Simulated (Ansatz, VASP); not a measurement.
# One calculation of Sb, two programs

File POSCAR:

```
Sb
1.0
    2.9072000000      0.0000000000      0.0000000000
    0.0000000000      2.9072000000      0.0000000000
    0.0000000000      0.0000000000      3.2864000000
Sb
1
Direct
    0.0000000000      0.0000000000      0.0000000000
```

File INCAR.step1:

```
SYSTEM = Sb
ALGO = Normal
EDIFF = 1E-4
ENCUT = 520
GGA = PE
ISMEAR = 0
LASPH = .True.
LCHARG = .False.
LREAL = .False.
LWAVE = .True.
NBANDS = 8
NELM = 100
PREC = Accurate
SIGMA = 0.15
```

The input INCAR.step2:

```
SYSTEM = Sb
ALGO = Normal
EDIFF = 1E-6
ENCUT = 520
ISIF = 2
ISMEAR = 0
ISTART = 1
LASPH = .True.
LCHARG = .False.
LMIXTAU = .True.
LREAL = .False.
LWAVE = .False.
METAGGA = R2SCAN
NBANDS = 8
NELM = 100
PREC = Accurate
SIGMA = 0.15
```

File KPOINTS:

```
k-points
0
Gamma
  16 16 16
  0 0 0
```

Input for Ansatz:

```yaml
crystal:
  lattice:
    - [2.9072, 0.0, 0.0]
    - [0.0, 2.9072, 0.0]
    - [0.0, 0.0, 3.2864]
  atoms:
    - { symbol: Sb, position: [0.0, 0.0, 0.0] }
basis:
  ecutwfc: 500
kpoints:
  mp_grid: { grid: [16, 16, 16] }
hamiltonian:
  xc: r2scan
scf:
  occupations: { method: gaussian, width: 0.15 }
output:
  forces: true
  stress: true
  eigenvalues: true
```

Change from the starting cell: strain -0.080 along x and y, +0.040 along z, atoms carried along.

Alike in both runs: task single point; functional r2SCAN; k mesh 16 × 16 × 16; occupations gaussian, width 0.15 eV; no spin polarisation.

```csv
,VASP,Ansatz
version,VASP 6.6.1,Ansatz 0.2.0
potentials or method,"VASP PAW PBE potentials, release 64 (Sb), cutoff 520 eV","scalar-relativistic, plane waves, PAW"
valence electrons in the cell,5,15
```

|  | VASP | Ansatz | Ansatz less VASP |
| --- | --- | --- | --- |
| gap on the k mesh at the Fermi level (eV) | none | none | - |
| pressure (GPa) | 6.2 | 6.1 | -0.15 |
| traceless stress, the component that is largest in VASP (GPa) | -10.41 | -10.30 | +0.111 |

VASP's potentials were made for PBE, not for r2SCAN. A gap of «none» marks a metal or a gap that the smearing closes. VASP's potentials hold 5 valence electrons a cell and Ansatz's 15, so a difference there can come from the potentials and not from the codes.

Spin-orbit coupling is off throughout.
